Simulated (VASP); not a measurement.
# B (P6/mmm) in VASP: single point with LDA

Aim: the single point of B with LDA.

Program: VASP 6.6.1. These are calculated values, not measurements. Logs are shortened: lines on timing, memory, paths and dates and some standing lists are left out, and cuts for length are marked.

## (1) The cell of the first run

Symmetry: P6/mmm, No. 191, hexagonal system. Conventional cell: a = 3.020 Å, b = 3.020 Å, c = 3.050 Å, α = 90.00°, β = 90.00°, γ = 120.00°. B (site symmetry -6m2) has 3 B at 1.74 Å within 2.3 Å.

## (2) Single point, LDA

File INCAR:

```
SYSTEM = B
  ALGO = Normal
  EDIFF = 1E-6
  ENCUT = 500
  GGA = CA
  GGA_COMPAT = .FALSE.
  ISIF = 2
  ISMEAR = -1
  LASPH = .TRUE.
  LCHARG = .FALSE.
  LREAL = .FALSE.
  LWAVE = .FALSE.
  NBANDS = 10
  NELM = 120
  PREC = Accurate
  SIGMA = 0.1
```

File KPOINTS:

```
k-points
0
G
  11 11 9
  0 0 0
```

File POSCAR:

```
B
1.0
    3.0200000000      0.0000000000      0.0000000000
   -1.5100000000      2.6153970000      0.0000000000
    0.0000000000      0.0000000000      3.0500000000
B
2
Direct
    0.3333333333      0.6666666667      0.5000000000
    0.6666666667      0.3333333333      0.5000000000
```

Potentials or basis: VASP PAW LDA potentials, release 64 (B).

Started as:

```bash
> cat potpaw_LDA.64/B/POTCAR > POTCAR
> mpirun -np 1 vasp_std > vasp.out
```

OUTCAR:

```text
SYSTEM = B
   EDIFF = 1E-6
   ENCUT = 500
   GGA = CA
   ISIF = 2
   ISMEAR = -1
   LASPH = .TRUE.
   LREAL = .FALSE.
   NELM = 120
   PREC = Accurate

 ion  position               nearest neighbor table
   1  0.333  0.667  0.500-   2 1.74   2 1.74   2 1.74
   2  0.667  0.333  0.500-   1 1.74   1 1.74   1 1.74

  LATTYP: Found a hexagonal cell.
 ALAT       =     3.0200000000
 C/A-ratio  =     1.0099337748

  Lattice vectors:

 A1 = (   3.0200000000,   0.0000000000,   0.0000000000)
 A2 = (  -1.5100000000,   2.6153970000,   0.0000000000)
 A3 = (   0.0000000000,   0.0000000000,   3.0500000000)

Analysis of symmetry for initial positions (statically):
=====================================================================
 Subroutine PRICEL returns:
 Original cell was already a primitive cell.

 Routine SETGRP: Setting up the symmetry group for a
 hexagonal supercell.

 Subroutine GETGRP returns: Found 24 space group operations
 (whereof 24 operations were pure point group operations)
 out of a pool of 24 trial point group operations.

The static configuration has the point symmetry D_6h.

Analysis of symmetry for dynamics (positions and initial velocities):
=====================================================================
 Subroutine PRICEL returns:
 Original cell was already a primitive cell.

 Routine SETGRP: Setting up the symmetry group for a
 hexagonal supercell.

 Subroutine GETGRP returns: Found 24 space group operations
 (whereof 24 operations were pure point group operations)
 out of a pool of 24 trial point group operations.

The dynamic configuration has the point symmetry D_6h.

 Subroutine INISYM returns: Found 24 space group operations
 (whereof 24 operations are pure point group operations),
 and found     1 'primitive' translations

----------------------------------------------------------------------------------------

                                     Primitive cell

  volume of cell :      24.0904

  direct lattice vectors                    reciprocal lattice vectors
     3.020000000  0.000000000  0.000000000     0.331125828  0.191175565  0.000000000
    -1.510000000  2.615397000  0.000000000     0.000000000  0.382351131  0.000000000
     0.000000000  0.000000000  3.050000000     0.000000000  0.000000000  0.327868852

  length of vectors
     3.020000000  3.020000243  3.050000000     0.382351161  0.382351131  0.327868852

  position of ions in fractional coordinates (direct lattice)
     0.333333333  0.666666667  0.500000000
     0.666666667  0.333333333  0.500000000

  ion indices of the primitive-cell ions
   primitive index   ion index
                 1           1
                 2           2

----------------------------------------------------------------------------------------

 KPOINTS: k-points

Automatic generation of k-mesh.
 Grid dimensions read from file:
 generate k-points for:   11   11    9

 Generating k-lattice:

  Cartesian coordinates                     Fractional coordinates (reciprocal lattice)
     0.030102348  0.017379597  0.000000000     0.090909091  0.000000000  0.000000000
     0.000000000  0.034759194  0.000000000     0.000000000  0.090909091  0.000000000
     0.000000000  0.000000000  0.036429872     0.000000000  0.000000000  0.111111111

  Length of vectors
     0.034759196  0.034759194  0.036429872

  Shift w.r.t. Gamma in fractional coordinates (k-lattice)
     0.000000000  0.000000000  0.000000000

 Subroutine IBZKPT returns following result:
 ===========================================

 Found     80 irreducible k-points:

 Following reciprocal coordinates:
            Coordinates               Weight
  0.000000  0.000000  0.000000      1.000000
  0.090909 -0.000000  0.000000      6.000000
  0.181818 -0.000000  0.000000      6.000000
  0.272727 -0.000000  0.000000      6.000000
  0.363636 -0.000000  0.000000      6.000000
  0.454545 -0.000000  0.000000      6.000000
[... 16 lines left out ...]
  0.090909  0.090909  0.111111     12.000000
  0.181818  0.090909  0.111111     24.000000
 [... further k-points ...]
   k-points           NKPTS =     80   k-points in BZ     NKDIM =     80   number of bands    NBANDS=     10
   number of dos      NEDOS =    301   number of ions     NIONS =      2
   total plane-waves  NPLWV =  13824
   dimension x,y,z NGX =    24 NGY =   24 NGZ =   24
   dimension x,y,z NGXF=    48 NGYF=   48 NGZF=   48
   ions per type =               2
   NGX,Y,Z   is equivalent  to a cutoff of  13.21, 13.21, 13.08 a.u.
   NGXF,Y,Z  is equivalent  to a cutoff of  26.42, 26.42, 26.16 a.u.
 SYSTEM =  B
   PREC   = accura    normal or accurate (medium, high low for compatibility)
   ISTART =      0    job   : 0-new  1-cont  2-samecut
   ICHARG =      2    charge: 1-file 2-atom 10-const
   ISPIN  =      1    spin polarized calculation?
   LNONCOLLINEAR =      F non collinear calculations
   LSORBIT =      F    spin-orbit coupling
   LASPH  =      T    aspherical Exc in radial PAW
   ENCUT  =  500.0 eV  36.75 Ry    6.06 a.u.   5.51  5.51  5.56*2*pi/ulx,y,z
   NELM   =    120;   NELMIN=  2; NELMDL= -5     # of ELM steps
   EDIFF  = 0.1E-05   stopping-criterion for ELM
   LREAL  =      F    real-space projection
   EDIFFG = 0.1E-04   stopping-criterion for IOM
   NSW    =      0    number of steps for IOM
   IBRION =     -1    ionic relax: 0-MD 1-quasi-New 2-CG
   NFREE  =      0    steps in history (QN), initial steepest desc. (CG)
   ISIF   =      2    stress and relaxation
   ISYM   =      2    0-nonsym 1-usesym 2-fastsym
   POTIM  = 0.5000    time-step for ionic-motion
   TEBEG  =    0.0;   TEEND  =   0.0 temperature during run
   PSTRESS=    0.0 pullay stress
   NELECT =       6.0000    total number of electrons
   NUPDOWN=      -1.0000    fix difference up-down
   EMIN   =  10.00;   EMAX   =-10.00  energy-range for DOS
   EFERMI =   0.00;   METHOD = LEGACY
   ISMEAR =    -1;   SIGMA  =   0.10  broadening in eV -4-tet -1-fermi 0-gaus
   EFERMI_NEDOS =   21; number of points for ismear=-14 and -15
   IALGO  =     38    algorithm
   IMIX   =      4    mixing-type and parameters
     AMIX     =   0.40;   BMIX     =  1.00
     AMIX_MAG =   1.60;   BMIX_MAG =  1.00
  volume/ion in A,a.u.               =      12.05        81.29
  Fermi-wavevector in a.u.,A,eV,Ry     =   1.030016  1.946447 14.434857  1.060932
  Thomas-Fermi vector in A             =   2.164092
   LORBIT       =      0    0 simple, 1 ext, 2 COOP (PROOUT), +10 PAW based schemes
   GGA     = CA    functional components
   LHFCALC =     F    Hartree Fock is set to
   AEXX    =    0.0000 exact exchange contribution
   IVDW    =     0    specifies the selected vdW correction
   LEPSILON=     F    determine dielectric tensor
   LRPA    =     F    only Hartree local field effects (RPA)
 non-spin polarized calculation
  energy-cutoff  :      500.00
  volume of cell :       24.09
 maximum number of plane-waves:       635
 NGX is ok and might be reduce to    24
   NGX = 11   NGY = 11   NGZ = 11

 number of electron       6.0000000 magnetization

 Free energy of the ion-electron system (eV)
  ---------------------------------------------------
  ext. energy  EPLUGINS =         0.00000000
  ---------------------------------------------------
  free energy    TOTEN  =       -12.23690237 eV

  energy without entropy =      -12.19953237  energy(sigma->0) =      -12.21821737

 E-fermi :   1.0767     XC(G=0):  -9.6639

 val. band max:        1.0541561424   @ k =   0.2727  -0.0000   0.2222
 cond. band min:       1.0792923758   @ k =   0.2727  -0.0000   0.1111
 fundamental gap:      0.0251362334
 Fermi energy:         1.0766677587

 k-point     1 :       0.0000    0.0000    0.0000
  band No.  band energies     occupation
      1      -9.3584      2.00000
      2       2.2046      0.00003
      3       2.6113      0.00000
      4       2.6113      0.00000
      5       9.8900      0.00000
      6       9.8900      0.00000
      7       9.9696      0.00000
      8      11.8392      0.00000
      9      13.5558      0.00000
     10      17.8057      0.00000

 k-point     2 :       0.0909   -0.0000    0.0000
  band No.  band energies     occupation
      1      -9.2200      2.00000
      2       2.0196      0.00016
      3       2.3232      0.00001
      4       2.3469      0.00001
      5       9.7221      0.00000
      6      10.2164      0.00000
      7      10.4726      0.00000
      8      12.1423      0.00000
      9      13.1842      0.00000
     10      18.3642      0.00000

 k-point     3 :       0.1818   -0.0000    0.0000
  band No.  band energies     occupation
      1      -8.8066      2.00000
      2       0.6034      1.98255
      3       1.6850      0.00455
      4       2.7671      0.00000
      5       9.4062      0.00000
      6      10.5996      0.00000
      7      11.9775      0.00000
      8      12.1959      0.00000
      9      13.0324      0.00000
     10      19.6646      0.00000

 k-point     4 :       0.2727   -0.0000    0.0000
  band No.  band energies     occupation
      1      -8.1239      2.00000
      2      -1.1169      2.00000
      3       1.0267      1.24482
      4       3.4411      0.00000
      5       8.9868      0.00000
      6      10.8557      0.00000
      7      11.2154      0.00000
      8      14.0104      0.00000
      9      14.0113      0.00000
     10      20.6492      0.00000
[... 222 lines left out ...]
 k-point    22 :       0.4545   -0.0000    0.1111
  band No.  band energies     occupation
      1      -5.9349      2.00000
      2      -4.2947      2.00000
      3       0.3192      1.99897
      4       4.4025      0.00000
      5       7.4186      0.00000
      6       8.7459      0.00000
      7      13.8060      0.00000
      8      14.6588      0.00000
      9      18.0053      0.00000
     10      20.5151      0.00000

 k-point    23 :       0.0909    0.0909    0.1111
  band No.  band energies     occupation
      1      -8.8148      2.00000
      2       1.1982      0.45765
      3       1.7535      0.00230
      4       1.8427      0.00094
      5      10.0392      0.00000
      6      10.9281      0.00000
      7      11.4826      0.00000
      8      11.9202      0.00000
      9      13.5719      0.00000
     10      19.3236      0.00000

 k-point    24 :       0.1818    0.0909    0.1111
  band No.  band energies     occupation
      1      -8.2690      2.00000
      2      -0.2094      1.99999
      3       0.9814      1.44317
      4       2.3757      0.00000
      5       9.8712      0.00000
      6      10.7322      0.00000
      7      11.9266      0.00000
      8      12.2955      0.00000
      9      14.8201      0.00000
     10      19.6602      0.00000

 [... further k-points ...]
[... 5 lines left out ...]
  --------------------------------------------------------------------------------------
  -------------------------------------------------------------------------------------
  Total       -2.2503851     -2.2503856     -2.2817645      0.0000000     -0.0000000     -0.0000000
  in kB     -149.6659549   -149.6659870   -151.7529027      0.0000000     -0.0000000     -0.0000000
  external PRESSURE =    -150.3616148 kB  Pullay stress =       0.0000000 kB

 VOLUME and BASIS-vectors are now :
 -----------------------------------------------------------------------------
  energy-cutoff  :      500.00
  volume of cell :       24.09
      direct lattice vectors                 reciprocal lattice vectors
     3.020000000  0.000000000  0.000000000     0.331125828  0.191175565  0.000000000
    -1.510000000  2.615397000  0.000000000     0.000000000  0.382351131  0.000000000
     0.000000000  0.000000000  3.050000000     0.000000000  0.000000000  0.327868852

 POSITION                                       TOTAL-FORCE (eV/Angst)
 -----------------------------------------------------------------------------------
     -0.00000      1.74360      1.52500         0.000000     -0.000000     -0.000000
      1.51000      0.87180      1.52500        -0.000000      0.000000      0.000000
 -----------------------------------------------------------------------------------
    total drift:                                0.000000     -0.000000      0.000000

  FREE ENERGIE OF THE ION-ELECTRON SYSTEM (eV)
  ---------------------------------------------------
  free  energy   TOTEN  =       -12.2369023675 eV

  energy  without entropy=      -12.1995323678  energy(sigma->0) =      -12.21821737
```

It took 16 s on 1 thread of Intel Xeon 8259CL, shared host; peak memory 0.13 GiB.

What came out:

```yaml
Free_energy: -12.2369 eV
Pressure: -15.0 GPa
Band_gap_on_the_k_mesh: zero (band 3 reaches 3.00 eV, above the bottom of band 4 at 0.03 eV)
```

Stress tensor (GPa, compression positive):
```
-14.97   0.00   0.00
  0.00 -14.97   0.00
  0.00   0.00 -15.18
```

Levels at points of the mesh, in eV from the Fermi level:
```
           k point  band 1  band 2  band 3  band 4  band 5  band 6
(0.00, 0.00, 0.00)  -10.44    1.13    1.53    1.53    8.81    8.81
```
